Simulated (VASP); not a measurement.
Here is a VASP 6.6.1 calculation.

Contents of INCAR:

```
SYSTEM = Ge
PREC = Accurate ; ENCUT = 500
EDIFF = 1E-6 ; ISMEAR = 0
SIGMA = 0.15 ; LREAL = .False.
LASPH = .True. ; NELM = 120
ALGO = Normal ; ISIF = 2
LWAVE = .False. ; LCHARG = .False.
GGA = PE ; NBANDS = 21
GGA_COMPAT = .False.
```

Contents of KPOINTS:

```
Automatic mesh
0
Gamma
  14 14 14
  0 0 0
```

POSCAR

```
Ge
1.0
    0.0000000000      3.0550716000      2.9419208000
    3.0550716000      0.0000000000      2.9419208000
    3.0550716000      3.0550716000      0.0000000000
Ge
2
Direct
    0.5000000000      0.5000000000      0.5000000000
    0.7500000000      0.7500000000      0.7500000000
```

Potentials or basis: VASP PAW PBE potentials, release 64 (Ge_d).

Run with:

```sh
$ cat potpaw_PBE.64/Ge_d/POTCAR > POTCAR
$ mpirun -np 1 vasp_std > vasp.out
```

(1) Predict the band gap on the k mesh.

(2) Estimate the pressure.

Answers

(1) zero (bands 14 and 15 overlap by 0.30 eV).

(2) -5.9 GPa.

Caveat: the cell differs from its parent crystal (strain +0.080 along x and y, +0.040 along z); the cell stands under tension; semilocal functionals underestimate gaps, so a narrow gap can read as zero.
